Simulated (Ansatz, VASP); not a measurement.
**One calculation of Sn, two programs**

File INCAR:

```
  ALGO = Normal
  EDIFF = 1E-7
  ENCUT = 520
  GGA = PE
  ISIF = 2
  ISMEAR = -1
  LASPH = T
  LCHARG = F
  LREAL = F
  LWAVE = F
  NBANDS = 21
  NELM = 80
  PREC = Accurate
  SIGMA = 0.1
```

KPOINTS

```
k-points
0
Gamma
  12 12 7
```

Contents of POSCAR:

```
Sn
1.0
    3.4217272899      0.0000000000      0.0000000000
   -1.7108636449      2.9633027579      0.0000000000
    0.0000000000      0.0000000000      5.6889102810
Sn
2
Direct
    0.3333333333      0.6666666667      0.2500000000
    0.6666666667      0.3333333333      0.7500000000
```

Input for Ansatz:

```yaml
crystal:
  lattice:
    - [3.4217272899, 0.0, 0.0]
    - [-1.7108636449, 2.9633027579, 0.0]
    - [0.0, 0.0, 5.688910281]
  atoms:
    - { symbol: Sn, position: [0.3333333333, 0.6666666667, 0.25] }
    - { symbol: Sn, position: [0.6666666667, 0.3333333333, 0.75] }
hamiltonian:
  xc: pbe
  pseudopotentials:
    kind: paw
    azcp:
      Sn: "pseudopotentials/Sn.paw.azcp"
basis:
  ecutwfc: 420
  fft_grid_basis: typed
kpoints:
  mp_grid: { grid: [12, 12, 7], shift: [0, 0, 0] }
magnetization:
  spin_polarized: false
scf:
  occupations: { method: fermi_dirac, width: 0.1 }
  lower_state_search: "off"
output:
  stress: true
```

Alike in both runs: task single point; functional PBE; k mesh 12 × 12 × 7; occupations fermi-dirac, width 0.1 eV; no spin polarisation.

```csv
,VASP,Ansatz
version,VASP 6.6.1,Ansatz 0.2.0
potentials or method,"VASP PAW PBE potentials, release 64 (Sn_d), cutoff 520 eV","plane waves (420 eV) with PAW, scalar-relativistic"
valence electrons in the cell,28,28
```

|  | VASP | Ansatz | Ansatz less VASP |
| --- | --- | --- | --- |
| pressure (GPa) | -1.6 | -1.6 | +0.06 |
| traceless stress, the component that is largest in VASP (GPa) | -0.59 | -0.59 | 0.000 |

The functional is the same, so the differences come from potentials, cutoffs and numerics.
